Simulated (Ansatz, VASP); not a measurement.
**Two plane-wave programs on CdSe**

```
Cd Se
1.0
     0.03835    3.06778    3.06778
     3.06778    0.03835    3.06778
     3.10613    3.10613    0.00000
Cd Se
1 1
Direct
  0.00267 0.00267 0.99733
  0.24733 0.24733 0.25267
```

Change from the starting cell: shear_xy strain +2.5%.

Alike in both runs: task single point; functional r2SCAN; k mesh 8 × 8 × 8; no spin polarisation.

|  | VASP | Ansatz |
| --- | --- | --- |
| version | VASP 6.6.1 | Ansatz 0.2.0 |
| potentials or method | VASP PAW PBE potentials, release 64 (Cd, Se) | plane waves, PAW |
| plane-wave cutoff (eV) | 520 | 500 |
| occupations | gaussian, width 0.01 eV | fixed |
| valence electrons in the cell | 18 | 36 |

|  | VASP | Ansatz | Ansatz less VASP |
| --- | --- | --- | --- |
| gap on the k mesh at the Fermi level (eV) | 0.97 | 0.98 | +0.011 |
| pressure (GPa) | 0.2 | -0.1 | -0.24 |
| traceless stress, the component that is largest in VASP (GPa) | -0.56 | -0.56 | +0.005 |

VASP's potentials were made for PBE, not for r2SCAN. VASP's potentials hold 18 valence electrons a cell and Ansatz's 36, so a difference there can come from the potentials and not from the codes.
